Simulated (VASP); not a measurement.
# GdO (Pm-3m) in VASP: a series of runs

Runs on GdO. Level: r2SCAN. Tasks: single point.

Program: VASP 6.6.1. These are calculated values, not measurements. Logs are shortened: lines on timing, memory, paths and dates and some standing lists are left out, and cuts for length are marked.

## Step 1: The cell of the first run

The structure is cubic, space group Pm-3m (No. 221). The conventional cell has a = 3.034 Å, b = 3.034 Å, c = 3.034 Å, α = 90.00°, β = 90.00°, γ = 90.00°. Gd (site symmetry m-3m) has 8 O at 2.63 Å and 6 Gd at 3.03 Å within 3.5 Å. O (site symmetry m-3m) has 8 Gd at 2.63 Å and 6 O at 3.03 Å within 3.5 Å.

## Step 2: Single point, r2SCAN, collinear spin, ferromagnetic start (13.96 Å³/atom)

Input file POSCAR:

```
GdO
1.0
    3.0338906119      0.0000000000      0.0000000000
    0.0000000000      3.0338906119      0.0000000000
    0.0000000000      0.0000000000      3.0338906119
Gd O
1 1
Direct
    0.0000000000      0.0000000000      0.0000000000
    0.5000000000      0.5000000000      0.5000000000
```

Input file INCAR.step1:

```
SYSTEM = GdO
ALGO = Normal ; EDIFF = 1E-4
ENCUT = 520 ; GGA = PE
ISMEAR = 0 ; ISPIN = 2
LASPH = .True. ; LCHARG = .False.
LMAXMIX = 6 ; LREAL = .False.
LWAVE = .True. ; MAGMOM = 7.95 0
NBANDS = 23 ; NELM = 150
PREC = Accurate ; SIGMA = 0.05
```

Input file INCAR.step2:

```
SYSTEM = GdO
ALGO = Normal ; EDIFF = 1E-7
ENCUT = 520 ; ISIF = 2
ISMEAR = 0 ; ISPIN = 2
ISTART = 1 ; LASPH = .True.
LCHARG = .False. ; LMAXMIX = 6
LMIXTAU = .True. ; LORBIT = 11
LREAL = .False. ; LWAVE = .False.
MAGMOM = 7.95 0 ; METAGGA = R2SCAN
NBANDS = 23 ; NELM = 150
PREC = Accurate ; SIGMA = 0.05
```

Input file KPOINTS:

```
k-points
0
Gamma
  12 12 12
  0 0 0
```

Potentials or basis: VASP PAW PBE potentials, release 64 (Gd, O).

Run with:

```sh
cat potpaw_PBE.64/Gd/POTCAR potpaw_PBE.64/O/POTCAR > POTCAR
cp INCAR.step1 INCAR
mpirun -np 1 vasp_std > vasp.out
cp INCAR.step2 INCAR
mpirun -np 1 vasp_std > vasp.out
```

OUTCAR:

```text
SYSTEM = GdO
   EDIFF = 1E-7
   ENCUT = 520
   ISIF = 2
   ISMEAR = 0
   ISPIN = 2
   ISTART = 1
   LASPH = .True.
   LORBIT = 11
   LREAL = .False.
   METAGGA = R2SCAN
   NELM = 150
   PREC = Accurate

 ion  position               nearest neighbor table
   1  0.000  0.000  0.000-   2 2.63   2 2.63   2 2.63   2 2.63   2 2.63   2 2.63   2 2.63   2 2.63

   2  0.500  0.500  0.500-   1 2.63   1 2.63   1 2.63   1 2.63   1 2.63   1 2.63   1 2.63   1 2.63

  LATTYP: Found a simple cubic cell.
 ALAT       =     3.0338906119

  Lattice vectors:

 A1 = (   3.0338906119,   0.0000000000,   0.0000000000)
 A2 = (   0.0000000000,   3.0338906119,   0.0000000000)
 A3 = (   0.0000000000,   0.0000000000,   3.0338906119)

Analysis of symmetry for initial positions (statically):
=====================================================================
 Subroutine PRICEL returns:
 Original cell was already a primitive cell.

 Routine SETGRP: Setting up the symmetry group for a
 simple cubic supercell.

 Subroutine GETGRP returns: Found 48 space group operations
 (whereof 48 operations were pure point group operations)
 out of a pool of 48 trial point group operations.

The static configuration has the point symmetry O_h .

Analysis of symmetry for dynamics (positions and initial velocities):
=====================================================================
 Subroutine PRICEL returns:
 Original cell was already a primitive cell.

 Routine SETGRP: Setting up the symmetry group for a
 simple cubic supercell.

 Subroutine GETGRP returns: Found 48 space group operations
 (whereof 48 operations were pure point group operations)
 out of a pool of 48 trial point group operations.

The dynamic configuration has the point symmetry O_h .

Analysis of structural, dynamic, and magnetic symmetry:
=====================================================================
 Subroutine PRICEL returns:
 Original cell was already a primitive cell.

 Routine SETGRP: Setting up the symmetry group for a
 simple cubic supercell.

 Subroutine GETGRP returns: Found 48 space group operations
 (whereof 48 operations were pure point group operations)
 out of a pool of 48 trial point group operations.

The overall configuration has the point symmetry O_h .

 Subroutine INISYM returns: Found 48 space group operations
 (whereof 48 operations are pure point group operations),
 and found     1 'primitive' translations

[... 116 lines left out ...]
  Fermi-wavevector in a.u.,A,eV,Ry     =   1.556486  2.941333 32.962153  2.422650
  Thomas-Fermi vector in A             =   2.660275
   LORBIT       =     11    0 simple, 1 ext, 2 COOP (PROOUT), +10 PAW based schemes
   METAGGA = R2SCAN    functional components
   LHFCALC =     F    Hartree Fock is set to
   AEXX    =    0.0000 exact exchange contribution
   IVDW    =     0    specifies the selected vdW correction
   LEPSILON=     F    determine dielectric tensor
   LRPA    =     F    only Hartree local field effects (RPA)
 spin polarized calculation
 Gauss-broadening in eV      SIGMA  =   0.05
  energy-cutoff  :      520.00
  volume of cell :       27.93
 maximum number of plane-waves:       770
 NGX is ok and might be reduce to    24
   NGX = 11   NGY = 11   NGZ = 11

 number of electron      24.0000001 magnetization       7.6982432

 Free energy of the ion-electron system (eV)
  ---------------------------------------------------
  ext. energy  EPLUGINS =         0.00000000
  ---------------------------------------------------
  free energy    TOTEN  =       -51.91870638 eV

  energy without entropy =      -51.91728228  energy(sigma->0) =      -51.91799433

 E-fermi :   6.7768     XC(G=0): -12.8166

 val. band max:        6.7731164783   @ k =   0.2500   0.0833   0.0833
 cond. band min:       6.7957700622   @ k =   0.5000   0.3333   0.1667
 fundamental gap:      0.0226535839
 Fermi energy:         6.7767659573

 spin component 1

 k-point     1 :       0.0000    0.0000    0.0000
  band No.  band energies     occupation
      1     -41.4364      1.00000
      2     -17.3857      1.00000
      3     -17.3857      1.00000
      4     -17.3856      1.00000
      5     -14.5438      1.00000
      6       0.2621      1.00000
[... 613 lines left out ...]
     22      19.3888      0.00000
     23      20.7305      0.00000

 [... further k-points ...]

 spin component 2

 k-point     1 :       0.0000    0.0000    0.0000
  band No.  band energies     occupation
      1     -37.5087      1.00000
      2     -14.5384      1.00000
      3     -14.4942      1.00000
      4     -14.4942      1.00000
      5     -14.4942      1.00000
      6       2.2012      1.00000
[... 613 lines left out ...]
     22      20.9425      0.00000
     23      22.0103      0.00000

 [... further k-points ...]

------------------------ aborting loop because EDIFF is reached ----------------------------------------

  FORCE on cell =-STRESS in cart. coord.  units (eV):
  Direction    XX          YY          ZZ          XY          YZ          ZX
  --------------------------------------------------------------------------------------
  -------------------------------------------------------------------------------------
  Total       -0.6329414     -0.6329414     -0.6329414     -0.0000000     -0.0000000      0.0000000
  in kB      -36.3140178    -36.3140178    -36.3140178     -0.0000000     -0.0000000      0.0000000
  external PRESSURE =     -36.3140178 kB  Pullay stress =       0.0000000 kB

 VOLUME and BASIS-vectors are now :
 -----------------------------------------------------------------------------
  energy-cutoff  :      520.00
  volume of cell :       27.93
      direct lattice vectors                 reciprocal lattice vectors
     3.033890612  0.000000000  0.000000000     0.329609774  0.000000000  0.000000000
     0.000000000  3.033890612  0.000000000     0.000000000  0.329609774  0.000000000
     0.000000000  0.000000000  3.033890612     0.000000000  0.000000000  0.329609774

 POSITION                                       TOTAL-FORCE (eV/Angst)
 -----------------------------------------------------------------------------------
      0.00000      0.00000      0.00000         0.000000      0.000000      0.000000
      1.51695      1.51695      1.51695         0.000000      0.000000      0.000000
 -----------------------------------------------------------------------------------
    total drift:                                0.000000      0.000000     -0.000000

  FREE ENERGIE OF THE ION-ELECTRON SYSTEM (eV)
  ---------------------------------------------------
  free  energy   TOTEN  =       -51.9187063765 eV

  energy  without entropy=      -51.9172822819  energy(sigma->0) =      -51.91799433

 total charge

# of ion       s       p       d       f       tot
--------------------------------------------------
    1        2.026   5.616   0.758   6.979  15.378
    2        1.553   3.430   0.000   0.000   4.983
--------------------------------------------------
tot          3.579   9.046   0.758   6.979  20.362

 magnetization (x)

# of ion       s       p       d       f       tot
--------------------------------------------------
    1        0.001  -0.125   0.414   6.861   7.151
    2       -0.000  -0.040   0.000   0.000  -0.040
--------------------------------------------------
tot          0.001  -0.165   0.414   6.861   7.111
```

Wall time 9.2 min (1 thread of Intel Xeon 8259CL, shared host); peak memory 0.24 GiB.

Results:

```yaml
Free_energy: -51.9187 eV
Pressure: -3.6 GPa
Net_moment: 7.70 μB per cell
Site_moments: Gd +7.15; O -0.04 μB
Valence_electrons_inside_the_program's_atomic_spheres: Gd 15.38; O 4.98
```

Caveat: the cell stands under tension; the PAW data sets were made with another functional, which shifts forces and pressure a little; spin-orbit coupling is left out, which moves the levels of the heavy elements; a cell with one magnetic atom can't hold antiferromagnetic order, which such compounds often take; semilocal functionals describe open f shells poorly, which spoils levels, moments and volumes. With open d or f shells a metallic result of r2SCAN can be an artefact of self-interaction; +U or a hybrid may open a gap.

[end of part 1 of 2]
